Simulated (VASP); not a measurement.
A run of VASP 6.6.1 is set up as follows.

INCAR

```
ALGO = Normal
EDIFF = 1E-6
ENCUT = 750
GGA = PE
GGA_COMPAT = F
ISIF = 2
ISMEAR = 0
LASPH = T
LCHARG = T
LELF = T
LREAL = F
LVHAR = T
LWAVE = F
NBANDS = 13
NELM = 120
PREC = Accurate
SIGMA = 0.1
```

The input KPOINTS:

```
k-points
0
Gamma
  4 6 6
```

File POSCAR:

```
LiH5
1.0
    4.1680078018      0.0000000000      0.0000000000
    0.0000000000      2.8945521498      1.1976724212
    0.0000000000     -2.8945521498      1.1976724212
Li H
1 5
Direct
    0.5000000000      0.3721957368      0.3721957368
    0.2244860223      0.0902738272      0.6540136259
    0.7755139777      0.6540136259      0.0902738272
    0.2244860223      0.6540136259      0.0902738272
    0.7755139777      0.0902738272      0.6540136259
    0.0000000000      0.8721163971      0.8721163971
```

Potentials or basis: VASP PAW PBE potentials, release 64 (Li_sv, H).

Run with:

```console
$ cat potpaw_PBE.64/Li_sv/POTCAR potpaw_PBE.64/H/POTCAR > POTCAR
$ mpirun -np 1 vasp_std > vasp.out
```

(1) Estimate the band gap on the k mesh.

(2) What does it give for the largest force?

(3) Estimate the pressure.

## Answers

(1) zero (bands 4 and 5 overlap by 4.04 eV).

(2) 0.011 eV/Å.

(3) -0.1 GPa.

Caveat: the k points lie up to 0.47 Å⁻¹ apart, too coarse for converged energies and pressures of a metal.
